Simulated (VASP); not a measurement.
## Si2Ni: relaxation of cell and atoms with PBE

Si2Ni:

```
Si Ni
1.0
     0.00000    2.73241    2.73241
     2.73241    0.00000    2.73241
     2.73241    2.73241    0.00000
Si Ni
2 1
Cartesian
  1.3662 1.3662 1.3662
  4.0986 4.0986 4.0986
  0.0000 0.0000 0.0000
```

- Program: VASP 6.6.1
- Task: relaxation of cell and atoms
- Functional: PBE
- Potentials or basis: VASP PAW PBE potentials, release 64 (Si, Ni)
- Cutoff: 600 eV
- k mesh: 14 × 14 × 14
- Occupations: gaussian, width 0.1 eV
- Spin: no spin polarisation
- Target pressure: -1 GPa
- Dipole correction: no
- Further INCAR settings: ALGO = Normal; EDIFF = 1e-07; IBRION = 2; EDIFFG = -0.008; NSW = 70; ISIF = 3

| Property | Result |
| --- | --- |
| Relaxed volume | 13.56 Å³/atom |
| Relaxed cell | a = 3.860 Å, b = 3.860 Å, c = 3.860 Å, α = 60.00°, β = 60.00°, γ = 60.00° |
| Space group after relaxing (to 0.1 Å) | Fm-3m (No. 225) |
| Energy change on relaxing (the run minimises the enthalpy) | -0.3 meV/atom |
| Ionic steps | 3 |
| Pressure after relaxing | -1.0 GPa |
| Band gap on the k mesh | zero (bands 9 and 10 overlap by 2.15 eV) |

The path:
```tsv
step	energy change (eV)	largest force (eV/Å)	pressure (GPa)	volume (Å³)
1	0.0000	0.0000	-1.46	40.80
2	-0.0015	0.0000	-0.64	40.57
3	-0.0010	0.0000	-1.00	40.67
```

Final structure:
```
Si Ni
1.0
     0.00000    2.72948    2.72948
     2.72948    0.00000    2.72948
     2.72948    2.72948    0.00000
Si Ni
2 1
Direct
  0.25000 0.25000 0.25000
  0.75000 0.75000 0.75000
  0.00000 0.00000 0.00000
```

Levels at points of the mesh, in eV from the Fermi level:
| k point | band 7 | band 8 | band 9 | band 10 | band 11 | band 12 |
| --- | --- | --- | --- | --- | --- | --- |
| (0.00, 0.00, 0.00) | -0.53 | 1.66 | 1.66 | 1.66 | 2.33 | 2.33 |
| (0.50, 0.00, 0.00) | -3.18 | -1.38 | -1.38 | 1.73 | 1.79 | 1.79 |
| (0.50, 0.50, 0.00) | -3.45 | -3.29 | -2.97 | -0.46 | 1.47 | 7.74 |

It took 53 s on 1 thread of Intel(R) Xeon(R) 6975P-C (Granite Rapids) (shared host), peak memory 0.23 GiB.

Caveat: the cell is relaxed towards a set pressure, so the run minimises the enthalpy, not the energy. Spin polarisation is off, so any magnetic state and its effect on volume and gap are missing.
